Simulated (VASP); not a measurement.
# Cu in VASP: notebook

The runs below take Cu through single point, with PBEsol.

All numbers are computed with VASP 6.6.1; they aren't measurements. Logs are shortened: lines on timing, memory, paths and dates and some standing lists are left out, and cuts for length are marked.

## Step 1: The cell of the first run

The structure is cubic, space group Fm-3m (No. 225). Conventional cell: a = 3.760 Å, b = 3.760 Å, c = 3.760 Å, α = 90.00°, β = 90.00°, γ = 90.00°. Within 3.5 Å of Cu (site symmetry m-3m) lie 12 Cu at 2.66 Å.

## Step 2: Single point, PBEsol (strain +0.040 along x and y, +0.040 along z)

Contents of INCAR:

```
PREC     = Accurate       # precision mode
ENCUT    = 520            # plane-wave cutoff, eV
EDIFF    = 1E-7           # SCF threshold, eV
ISMEAR   = 0              # smearing method
SIGMA    = 0.15           # smearing width, eV
LREAL    = False          # projectors in reciprocal space
LASPH    = True           # aspherical terms in the spheres
NELM     = 60             # most SCF steps
ALGO     = Fast           # electronic algorithm
ISIF     = 2              # what is computed and relaxed
LWAVE    = False          # write WAVECAR
LCHARG   = False          # write CHGCAR
GGA      = PS             # functional
NBANDS   = 12             # bands
```

Contents of KPOINTS:

```
Automatic mesh
0
Gamma
  22 22 22
```

Contents of POSCAR:

```
Cu
1.0
    0.0000000000      1.8798000000      1.8798000000
    1.8798000000      0.0000000000      1.8798000000
    1.8798000000      1.8798000000      0.0000000000
Cu
1
Direct
    0.0000000000      0.0000000000      0.0000000000
```

Potentials or basis: VASP PAW PBE potentials, release 64 (Cu).

Launch:

```bash
$ cat potpaw_PBE.64/Cu/POTCAR > POTCAR
$ mpirun -np 1 vasp_std > vasp.out
```

OUTCAR:

```text
PREC = Accurate
   ENCUT = 520
   EDIFF = 1E-7
   ISMEAR = 0
   LREAL = False
   LASPH = True
   NELM = 60
   ISIF = 2
   GGA = PS

 ion  position               nearest neighbor table
   1  0.000  0.000  0.000-

  LATTYP: Found a face centered cubic cell.
 ALAT       =     3.7596000000

  Lattice vectors:

 A1 = (   0.0000000000,   1.8798000000,   1.8798000000)
 A2 = (   1.8798000000,   0.0000000000,   1.8798000000)
 A3 = (   1.8798000000,   1.8798000000,   0.0000000000)

Analysis of symmetry for initial positions (statically):
=====================================================================
 Subroutine PRICEL returns:
 Original cell was already a primitive cell.

 Routine SETGRP: Setting up the symmetry group for a
 face centered cubic supercell.

 Subroutine GETGRP returns: Found 48 space group operations
 (whereof 48 operations were pure point group operations)
 out of a pool of 48 trial point group operations.

The static configuration has the point symmetry O_h .

Analysis of symmetry for dynamics (positions and initial velocities):
=====================================================================
 Subroutine PRICEL returns:
 Original cell was already a primitive cell.

 Routine SETGRP: Setting up the symmetry group for a
 face centered cubic supercell.

 Subroutine GETGRP returns: Found 48 space group operations
 (whereof 48 operations were pure point group operations)
 out of a pool of 48 trial point group operations.

The dynamic configuration has the point symmetry O_h .

 Subroutine INISYM returns: Found 48 space group operations
 (whereof 48 operations are pure point group operations),
 and found     1 'primitive' translations

----------------------------------------------------------------------------------------

                                     Primitive cell

  volume of cell :      13.2851

  direct lattice vectors                    reciprocal lattice vectors
     0.000000000  1.879800000  1.879800000    -0.265985743  0.265985743  0.265985743
     1.879800000  0.000000000  1.879800000     0.265985743 -0.265985743  0.265985743
     1.879800000  1.879800000  0.000000000     0.265985743  0.265985743 -0.265985743

  length of vectors
     2.658438655  2.658438655  2.658438655     0.460700821  0.460700821  0.460700821

  position of ions in fractional coordinates (direct lattice)
     0.000000000  0.000000000  0.000000000

  ion indices of the primitive-cell ions
   primitive index   ion index
                 1           1

----------------------------------------------------------------------------------------

 KPOINTS: Automatic mesh

Automatic generation of k-mesh.
 Grid dimensions read from file:
 generate k-points for:   22   22   22

 Generating k-lattice:

  Cartesian coordinates                     Fractional coordinates (reciprocal lattice)
    -0.012090261  0.012090261  0.012090261     0.045454545  0.000000000  0.000000000
     0.012090261 -0.012090261  0.012090261     0.000000000  0.045454545  0.000000000
     0.012090261  0.012090261 -0.012090261     0.000000000  0.000000000  0.045454545

  Length of vectors
     0.020940946  0.020940946  0.020940946

  Shift w.r.t. Gamma in fractional coordinates (k-lattice)
     0.000000000  0.000000000  0.000000000

 Subroutine IBZKPT returns following result:
 ===========================================

 Found    328 irreducible k-points:

 Following reciprocal coordinates:
            Coordinates               Weight
  0.000000  0.000000  0.000000      1.000000
  0.045455  0.000000  0.000000      8.000000
  0.090909  0.000000  0.000000      8.000000
  0.136364  0.000000  0.000000      8.000000
  0.181818  0.000000  0.000000      8.000000
  0.227273  0.000000  0.000000      8.000000
[... 16 lines left out ...]
  0.500000  0.045455  0.000000     24.000000
 -0.454545  0.045455  0.000000     24.000000
 [... further k-points ...]
   k-points           NKPTS =    328   k-points in BZ     NKDIM =    328   number of bands    NBANDS=     12
   number of dos      NEDOS =    301   number of ions     NIONS =      1
   total plane-waves  NPLWV =   8000
   dimension x,y,z NGX =    20 NGY =   20 NGZ =   20
   dimension x,y,z NGXF=    40 NGYF=   40 NGZF=   40
   ions per type =               1
   NGX,Y,Z   is equivalent  to a cutoff of  12.51, 12.51, 12.51 a.u.
   NGXF,Y,Z  is equivalent  to a cutoff of  25.01, 25.01, 25.01 a.u.
 SYSTEM =  unknown system
   PREC   = accura    normal or accurate (medium, high low for compatibility)
   ISTART =      0    job   : 0-new  1-cont  2-samecut
   ICHARG =      2    charge: 1-file 2-atom 10-const
   ISPIN  =      1    spin polarized calculation?
   LNONCOLLINEAR =      F non collinear calculations
   LSORBIT =      F    spin-orbit coupling
   LASPH  =      T    aspherical Exc in radial PAW
   ENCUT  =  520.0 eV  38.22 Ry    6.18 a.u.   4.94  4.94  4.94*2*pi/ulx,y,z
   NELM   =     60;   NELMIN=  2; NELMDL= -5     # of ELM steps
   EDIFF  = 0.1E-06   stopping-criterion for ELM
   LREAL  =      F    real-space projection
   EDIFFG = 0.1E-05   stopping-criterion for IOM
   NSW    =      0    number of steps for IOM
   IBRION =     -1    ionic relax: 0-MD 1-quasi-New 2-CG
   NFREE  =      0    steps in history (QN), initial steepest desc. (CG)
   ISIF   =      2    stress and relaxation
   ISYM   =      2    0-nonsym 1-usesym 2-fastsym
   POTIM  = 0.5000    time-step for ionic-motion
   TEBEG  =    0.0;   TEEND  =   0.0 temperature during run
   PSTRESS=    0.0 pullay stress
   NELECT =      11.0000    total number of electrons
   NUPDOWN=      -1.0000    fix difference up-down
   EMIN   =  10.00;   EMAX   =-10.00  energy-range for DOS
   EFERMI =   0.00;   METHOD = LEGACY
   ISMEAR =     0;   SIGMA  =   0.15  broadening in eV -4-tet -1-fermi 0-gaus
   EFERMI_NEDOS =   21; number of points for ismear=-14 and -15
   IALGO  =     68    algorithm
   IMIX   =      4    mixing-type and parameters
     AMIX     =   0.40;   BMIX     =  1.00
     AMIX_MAG =   1.60;   BMIX_MAG =  1.00
  volume/ion in A,a.u.               =      13.29        89.65
  Fermi-wavevector in a.u.,A,eV,Ry     =   1.537272  2.905023 32.153363  2.363206
  Thomas-Fermi vector in A             =   2.643804
   LORBIT       =      0    0 simple, 1 ext, 2 COOP (PROOUT), +10 PAW based schemes
   GGA     = PS    functional components
   LHFCALC =     F    Hartree Fock is set to
   AEXX    =    0.0000 exact exchange contribution
   IVDW    =     0    specifies the selected vdW correction
   LEPSILON=     F    determine dielectric tensor
   LRPA    =     F    only Hartree local field effects (RPA)
 non-spin polarized calculation
 RMM-DIIS sequential band-by-band and
 Gauss-broadening in eV      SIGMA  =   0.15
  energy-cutoff  :      520.00
  volume of cell :       13.29
 maximum number of plane-waves:       369
   NGX =  9   NGY =  9   NGZ =  9

 number of electron      11.0000015 magnetization

 Free energy of the ion-electron system (eV)
  ---------------------------------------------------
  ext. energy  EPLUGINS =         0.00000000
  ---------------------------------------------------
  free energy    TOTEN  =        -4.19003196 eV

  energy without entropy =       -4.18701440  energy(sigma->0) =       -4.18852318

 E-fermi :   6.0178     XC(G=0): -12.2360

 val. band max:        5.9683222928   @ k =  -0.4545   0.0909   0.0455
 cond. band min:       6.0415880015   @ k =   0.4545   0.4091   0.0455
 fundamental gap:      0.0732657087
 Fermi energy:         6.0177558165

 k-point     1 :       0.0000    0.0000    0.0000
  band No.  band energies     occupation
      1      -2.4922      2.00000
      2       3.3452      2.00000
      3       3.3452      2.00000
      4       3.3452      2.00000
      5       4.0383      2.00000
      6       4.0383      2.00000
      7      27.6663      0.00000
      8      29.3965      0.00000
      9      29.3965      0.00000
     10      29.3965      0.00000
     11      31.8387      0.00000
     12      31.8387      0.00000

 k-point     2 :       0.0455    0.0000    0.0000
  band No.  band energies     occupation
      1      -2.4229      2.00000
      2       3.3320      2.00000
      3       3.3574      2.00000
      4       3.3574      2.00000
      5       4.0335      2.00000
      6       4.0335      2.00000
      7      27.1428      0.00000
      8      28.4979      0.00000
      9      29.1505      0.00000
     10      29.1505      0.00000
     11      32.1916      0.00000
     12      32.1916      0.00000

 k-point     3 :       0.0909    0.0000    0.0000
  band No.  band energies     occupation
      1      -2.2163      2.00000
      2       3.2949      2.00000
      3       3.3909      2.00000
      4       3.3909      2.00000
      5       4.0222      2.00000
      6       4.0222      2.00000
      7      25.2248      0.00000
      8      28.1326      0.00000
      9      28.6464      0.00000
     10      28.6464      0.00000
     11      33.0070      0.00000
     12      33.0078      0.00000
[... 286 lines left out ...]
 k-point    23 :       0.5000    0.0455    0.0000
  band No.  band energies     occupation
      1       1.5954      2.00000
      2       3.3027      2.00000
      3       3.3446      2.00000
      4       4.2981      2.00000
      5       4.5135      2.00000
      6       5.5490      1.99999
      7       9.3074      0.00000
      8      25.3070      0.00000
      9      25.7355      0.00000
     10      26.1050      0.00000
     11      30.0750      0.00000
     12      30.3404      0.00000

 k-point    24 :      -0.4545    0.0455    0.0000
  band No.  band energies     occupation
      1       1.5813      2.00000
      2       3.3081      2.00000
      3       3.3450      2.00000
      4       4.2918      2.00000
      5       4.4882      2.00000
      6       5.4284      2.00000
      7       9.5058      0.00000
      8      24.9652      0.00000
      9      26.1048      0.00000
     10      26.2461      0.00000
     11      29.7893      0.00000
     12      30.5312      0.00000

 [... further k-points ...]
[... 5 lines left out ...]
  --------------------------------------------------------------------------------------
  -------------------------------------------------------------------------------------
  Total       -1.4400158     -1.4400158     -1.4400158      0.0000000     -0.0000000     -0.0000000
  in kB     -173.6652430   -173.6652430   -173.6652430      0.0000000     -0.0000000     -0.0000000
  external PRESSURE =    -173.6652430 kB  Pullay stress =       0.0000000 kB

 VOLUME and BASIS-vectors are now :
 -----------------------------------------------------------------------------
  energy-cutoff  :      520.00
  volume of cell :       13.29
      direct lattice vectors                 reciprocal lattice vectors
     0.000000000  1.879800000  1.879800000    -0.265985743  0.265985743  0.265985743
     1.879800000  0.000000000  1.879800000     0.265985743 -0.265985743  0.265985743
     1.879800000  1.879800000  0.000000000     0.265985743  0.265985743 -0.265985743

 POSITION                                       TOTAL-FORCE (eV/Angst)
 -----------------------------------------------------------------------------------
      0.00000      0.00000      0.00000        -0.000000     -0.000000     -0.000000
 -----------------------------------------------------------------------------------
    total drift:                                0.000000      0.000000      0.000000

  FREE ENERGIE OF THE ION-ELECTRON SYSTEM (eV)
  ---------------------------------------------------
  free  energy   TOTEN  =        -4.1900319645 eV

  energy  without entropy=       -4.1870144018  energy(sigma->0) =       -4.18852318
```

Wall time 32 s (1 thread of Intel Xeon Platinum 8559C (Emerald Rapids), shared host); peak memory 0.15 GiB.

What came out:

- Free energy: -4.1900 eV
- Pressure: -17.4 GPa

Caveat: the cell differs from its parent crystal (strain +0.040 along x and y, +0.040 along z); the PAW data sets were made with another functional, which shifts forces and pressure a little.

## Step 3: Single point, PBEsol (strain +0.080 along x and y, +0.080 along z)

Contents of INCAR:

```
SYSTEM = Cu
ALGO = Fast
EDIFF = 1E-6
ENCUT = 520
GGA = PS
ISIF = 2
ISMEAR = 0
LASPH = .TRUE.
LCHARG = .FALSE.
LREAL = .FALSE.
LWAVE = .FALSE.
NBANDS = 12
NELM = 60
PREC = Accurate
SIGMA = 0.15
```

Contents of KPOINTS:

```
k-points
0
G
  22 22 22
  0 0 0
```

Contents of POSCAR:

```
Cu
1.0
    0.0000000000      1.9521000000      1.9521000000
    1.9521000000      0.0000000000      1.9521000000
    1.9521000000      1.9521000000      0.0000000000
Cu
1
Direct
    0.0000000000      0.0000000000      0.0000000000
```

Potentials or basis: VASP PAW PBE potentials, release 64 (Cu).

Launch:

```bash
$ cat potpaw_PBE.64/Cu/POTCAR > POTCAR
$ mpirun -np 1 vasp_std > vasp.out
```

OUTCAR:

```text
SYSTEM = Cu
   EDIFF = 1E-6
   ENCUT = 520
   GGA = PS
   ISIF = 2
   ISMEAR = 0
   LASPH = .TRUE.
   LREAL = .FALSE.
   NELM = 60
   PREC = Accurate

 ion  position               nearest neighbor table
   1  0.000  0.000  0.000-

  LATTYP: Found a face centered cubic cell.
 ALAT       =     3.9042000000

  Lattice vectors:

 A1 = (   0.0000000000,   1.9521000000,   1.9521000000)
 A2 = (   1.9521000000,   0.0000000000,   1.9521000000)
 A3 = (   1.9521000000,   1.9521000000,   0.0000000000)

Analysis of symmetry for initial positions (statically):
=====================================================================
 Subroutine PRICEL returns:
 Original cell was already a primitive cell.

 Routine SETGRP: Setting up the symmetry group for a
 face centered cubic supercell.

 Subroutine GETGRP returns: Found 48 space group operations
 (whereof 48 operations were pure point group operations)
 out of a pool of 48 trial point group operations.

The static configuration has the point symmetry O_h .

Analysis of symmetry for dynamics (positions and initial velocities):
[... 161 lines left out ...]
 val. band max:        4.8588951493   @ k =   0.5000   0.2727   0.0909
 cond. band min:       4.8921738439   @ k =   0.5000   0.0909   0.0000
 fundamental gap:      0.0332786946
 Fermi energy:         4.8703137700

 k-point     1 :       0.0000    0.0000    0.0000
  band No.  band energies     occupation
      1      -2.8925      2.00000
      2       2.4635      2.00000
      3       2.4635      2.00000
      4       2.4635      2.00000
      5       3.0442      2.00000
      6       3.0442      2.00000
      7      25.5850      0.00000
      8      26.5247      0.00000
      9      26.5247      0.00000
     10      26.5247      0.00000
     11      29.0122      0.00000
     12      29.0122      0.00000
[... 331 lines left out ...]
 k-point    24 :      -0.4545    0.0455    0.0000
  band No.  band energies     occupation
      1       0.9374      2.00000
      2       2.4356      2.00000
      3       2.4659      2.00000
      4       3.2918      2.00000
      5       3.4224      2.00000
      6       4.4721      1.99983
      7       7.8886      0.00000
      8      22.4896      0.00000
      9      23.4014      0.00000
     10      24.0126      0.00000
     11      27.1297      0.00000
     12      27.8571      0.00000

 [... further k-points ...]
[... 5 lines left out ...]
  --------------------------------------------------------------------------------------
  -------------------------------------------------------------------------------------
  Total       -2.0372312     -2.0372312     -2.0372312      0.0000000      0.0000000     -0.0000000
  in kB     -219.3889326   -219.3889326   -219.3889326      0.0000000      0.0000000     -0.0000000
  external PRESSURE =    -219.3889326 kB  Pullay stress =       0.0000000 kB

 VOLUME and BASIS-vectors are now :
 -----------------------------------------------------------------------------
  energy-cutoff  :      520.00
  volume of cell :       14.88
      direct lattice vectors                 reciprocal lattice vectors
     0.000000000  1.952100000  1.952100000    -0.256134419  0.256134419  0.256134419
     1.952100000  0.000000000  1.952100000     0.256134419 -0.256134419  0.256134419
     1.952100000  1.952100000  0.000000000     0.256134419  0.256134419 -0.256134419

 POSITION                                       TOTAL-FORCE (eV/Angst)
 -----------------------------------------------------------------------------------
      0.00000      0.00000      0.00000         0.000000      0.000000      0.000000
 -----------------------------------------------------------------------------------
    total drift:                                0.000000     -0.000000     -0.000000

  FREE ENERGIE OF THE ION-ELECTRON SYSTEM (eV)
  ---------------------------------------------------
  free  energy   TOTEN  =        -3.9883280223 eV

  energy  without entropy=       -3.9853768442  energy(sigma->0) =       -3.98685243
```

OSZICAR:

```text
N       E                     dE             d eps       ncg     rms          rms(c)
DAV:   1     0.433021335183E+02    0.43302E+02   -0.53501E+03  8524   0.140E+03
DAV:   2    -0.349141480474E+01   -0.46794E+02   -0.43416E+02  8140   0.196E+02
DAV:   3    -0.490711743637E+01   -0.14157E+01   -0.13929E+01  9460   0.398E+01
DAV:   4    -0.491738266206E+01   -0.10265E-01   -0.10264E-01  8960   0.301E+00
DAV:   5    -0.491749478297E+01   -0.11212E-03   -0.11212E-03  9536   0.322E-01    0.788E+00
RMM:   6    -0.461329984106E+01    0.30419E+00   -0.47158E+00  9776   0.402E+01    0.596E+00
RMM:   7    -0.399111938385E+01    0.62218E+00   -0.90639E-01  9676   0.177E+01    0.635E-01
RMM:   8    -0.398817219846E+01    0.29472E-02   -0.14162E-02  9980   0.232E+00    0.536E-02
RMM:   9    -0.398828058086E+01   -0.10838E-03   -0.22989E-03 10417   0.760E-01    0.293E-02
RMM:  10    -0.398831840667E+01   -0.37826E-04   -0.44822E-04 10256   0.307E-01    0.227E-02
RMM:  11    -0.398832491905E+01   -0.65124E-05   -0.10787E-04 10636   0.107E-01    0.396E-03
RMM:  12    -0.398832757278E+01   -0.26537E-05   -0.22668E-05 10019   0.639E-02    0.242E-03
RMM:  13    -0.398832802234E+01   -0.44956E-06   -0.51036E-06  8010   0.276E-02
   1 F= -.39883280E+01 E0= -.39868524E+01  d E =-.295118E-02
```

stdout:

```text
POSCAR found type information on POSCAR Cu
 POSCAR found :  1 types and       1 ions
 scaLAPACK will be used
 -----------------------------------------------------------------------------
|                                                                             |
|                                                                             |
|     You enforced a specific xc type in the INCAR file but a different       |
|     I HOPE YOU KNOW WHAT YOU ARE DOING!                                     |
|                                                                             |
 -----------------------------------------------------------------------------

 LDA part: xc-table for (Slater+PW92), standard interpolation
 POSCAR, INCAR and KPOINTS ok, starting setup
 FFT: planning ... GRIDC
 FFT: planning ... GRID_SOFT
 FFT: planning ... GRID
 WAVECAR not read
 entering main loop
```

It took 30 s on 1 thread of Intel Xeon Platinum 8559C (Emerald Rapids), shared host; peak memory 0.18 GiB.

What came out:

- Free energy: -3.9883 eV
- Pressure: -21.9 GPa

Levels at points of the mesh, in eV from the Fermi level:
```
           k point  band 3  band 4  band 5  band 6  band 7  band 8  band 9  band 10
(0.00, 0.00, 0.00)   -2.41   -2.41   -1.83   -1.83   20.71   21.65   21.65    21.65
(0.50, 0.00, 0.00)   -2.42   -1.43   -1.43   -0.41    2.72   18.68   18.68    19.32
(0.50, 0.50, 0.00)   -1.44   -1.33   -1.33    1.63    5.62   11.37   11.37    15.38
```

Caveat: the cell differs from its parent crystal (strain +0.080 along x and y, +0.080 along z); the PAW data sets were made with another functional, which shifts forces and pressure a little.

[end of part 1 of 2]
